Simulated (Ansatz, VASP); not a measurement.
**Two plane-wave programs on SnSe**

INCAR

```
SYSTEM = SnSe
PREC = Accurate
ENCUT = 520
EDIFF = 1E-6
ISMEAR = -1
SIGMA = 0.05
LREAL = .False.
LASPH = .True.
NELM = 60
ALGO = Normal
ISIF = 2
LWAVE = .False.
LCHARG = .False.
GGA = RP
IVDW = 13
NBANDS = 17
```

File KPOINTS:

```
regular mesh
0
Gamma
  8 8 8
  0 0 0
```

POSCAR

```
SnSe
1.0
    0.0000000000      3.0690345955      3.0690345955
    3.0690345955      0.0000000000      3.0690345955
    3.0690345955      3.0690345955      0.0000000000
Sn Se
1 1
Direct
    0.0000000000      0.0000000000      0.0000000000
    0.5000000000      0.5000000000      0.5000000000
```

Contents of input.yaml:

```yaml
crystal:
  lattice:
    - [0.0, 3.0690345955, 3.0690345955]
    - [3.0690345955, 0.0, 3.0690345955]
    - [3.0690345955, 3.0690345955, 0.0]
  atoms:
    - { symbol: Sn, position: [0.0, 0.0, 0.0] }
    - { symbol: Se, position: [0.5, 0.5, 0.5] }
hamiltonian:
  xc: rpbe
  pseudopotentials: { kind: paw }
  dispersion: d4
kpoints:
  mp_grid: { grid: [8, 8, 8] }
scf:
  occupations: { method: fermi_dirac, width: 0.05 }
output:
  forces: true
  stress: true
  eigenvalues: true
  write_density: true
  write_potential: true
  elf: true
  volumetric_format: npy
```

Alike in both runs: task single point; functional RPBE; dispersion D4; k mesh 8 × 8 × 8; occupations fermi-dirac, width 0.05 eV; no spin polarisation.

|  | VASP | Ansatz |
| --- | --- | --- |
| version | VASP 6.6.1 | Ansatz 0.2.0 |
| potentials or method | VASP PAW PBE potentials, release 64 (Sn_d, Se) | Ansatz PAW |
| plane-wave cutoff (eV) | 520 | 420 |
| valence electrons in the cell | 20 | 30 |

|  | VASP | Ansatz | Ansatz less VASP |
| --- | --- | --- | --- |
| gap on the k mesh at the Fermi level (eV) | 0.29 | 0.29 | -0.001 |
| least direct gap on the mesh (eV) | 0.29 | 0.29 | -0.001 |
| pressure (GPa) | 3.7 | 3.7 | +0.01 |

VASP's potentials were made for PBE, not for RPBE. VASP's potentials hold 20 valence electrons a cell and Ansatz's 30, so a difference there can come from the potentials and not from the codes.
